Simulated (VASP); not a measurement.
Input of a VASP 6.6.1 run:

POSCAR

```
TePb
1.0
    0.0000000000      3.2523979746      3.2523979746
    3.2523979746      0.0000000000      3.2523979746
    3.2523979746      3.2523979746      0.0000000000
Pb Te
1 1
Direct
    0.0000000000      0.0000000000      0.0000000000
    0.5000000000      0.5000000000      0.5000000000
```

File INCAR.step1:

```
PREC = Accurate
ENCUT = 520
ISMEAR = -1
SIGMA = 0.05
LREAL = False
LASPH = True
NELM = 100
NBANDS = 17
GGA = PE
ALGO = Normal
EDIFF = 1E-4
LWAVE = True
LCHARG = False
```

File INCAR.step2:

```
PREC = Accurate
ENCUT = 520
EDIFF = 1E-7
ISMEAR = -1
SIGMA = 0.05
LREAL = False
LASPH = True
NELM = 100
ALGO = Normal
ISIF = 2
LWAVE = False
LCHARG = True
METAGGA = R2SCAN
LMIXTAU = True
LELF = True
LVHAR = True
NBANDS = 17
ISTART = 1
```

The input KPOINTS:

```
regular mesh
0
Gamma
  7 7 7
```

Potentials or basis: VASP PAW PBE potentials, release 64 (Pb_d, Te).

Run with:

```sh
$ cat potpaw_PBE.64/Pb_d/POTCAR potpaw_PBE.64/Te/POTCAR > POTCAR
$ cp INCAR.step1 INCAR
$ mpirun -np 1 vasp_std > vasp.out
$ cp INCAR.step2 INCAR
$ mpirun -np 1 vasp_std > vasp.out
```

**Question.** Estimate the pressure.

**Answer.** 0.6 GPa.

Caveat: the PAW data sets were made with another functional, which shifts forces and pressure a little.
